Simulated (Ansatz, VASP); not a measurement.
# One calculation of Al3GaAs4, two programs

INCAR

```
ALGO = Normal
EDIFF = 1E-6
EDIFFG = -0.001
ENCUT = 600
GGA = PE
IBRION = 2
ISIF = 3
ISMEAR = 0
LASPH = T
LCHARG = F
LREAL = F
LWAVE = F
NELM = 80
NSW = 80
PREC = Accurate
SIGMA = 0.01
```

The input KPOINTS:

```
k-points
0
Gamma
  6 6 6
```

POSCAR

```
Al3GaAs4
1.0
    5.7327688000      0.0000000000      0.0000000000
    0.0000000000      5.7327688000      0.0000000000
    0.0000000000      0.0000000000      5.7327688000
Al Ga As
3 1 4
Direct
    0.0000000000      0.5000000000      0.5000000000
    0.5000000000      0.5000000000      0.0000000000
    0.5000000000      0.0000000000      0.5000000000
    0.0000000000      0.0000000000      0.0000000000
    0.7491210000      0.7491210000      0.2508790000
    0.7491210000      0.2508790000      0.7491210000
    0.2508790000      0.7491210000      0.7491210000
    0.2508790000      0.2508790000      0.2508790000
```

Input for Ansatz:

```yaml
crystal:
  lattice:
    - [5.7327688, 0.0, 0.0]
    - [0.0, 5.7327688, 0.0]
    - [0.0, 0.0, 5.7327688]
  atoms:
    - { symbol: Al, position: [0.0, 0.5, 0.5] }
    - { symbol: Al, position: [0.5, 0.5, 0.0] }
    - { symbol: Al, position: [0.5, 0.0, 0.5] }
    - { symbol: Ga, position: [0.0, 0.0, 0.0] }
    - { symbol: As, position: [0.749121, 0.749121, 0.250879] }
    - { symbol: As, position: [0.749121, 0.250879, 0.749121] }
    - { symbol: As, position: [0.250879, 0.749121, 0.749121] }
    - { symbol: As, position: [0.250879, 0.250879, 0.250879] }
basis:
  ecutwfc: 420
kpoints:
  mp_grid: { grid: [6, 6, 6] }
hamiltonian:
  xc: pbe
scf:
  occupations: { method: fixed }
output:
  forces: true
  stress: true
  eigenvalues: true
  write_density: true
  write_potential: true
  elf: true
  volumetric_format: npy
relax:
  adjacent_minimum: "off"
  f_tol: 0.001
  max_steps: 60
  cell: { stress_tol: 0.01 }
```

Alike in both runs: task relaxation of cell and atoms; functional PBE; k mesh 6 × 6 × 6; no spin polarisation.

```csv
,VASP,Ansatz
version,VASP 6.6.1,Ansatz 0.2.0
potentials or method,"VASP PAW PBE potentials, release 64 (Al, Ga_d, As), cutoff 600 eV","scalar-relativistic, plane waves, PAW"
occupations,"gaussian, width 0.01 eV",fixed
valence electrons in the cell,42,82
```

```csv
,VASP,Ansatz,Ansatz less VASP
"gap on the k mesh at the Fermi level, each at its own relaxed structure (eV)",1.02,1.03,+0.013
relaxed volume (Å³/atom),23.61,23.55,-0.056
relaxed cell length with the largest relative difference (Å),5.738,5.733,-0.0046
```

VASP's potentials hold 42 valence electrons a cell and Ansatz's 82, so a difference there can come from the potentials and not from the codes.
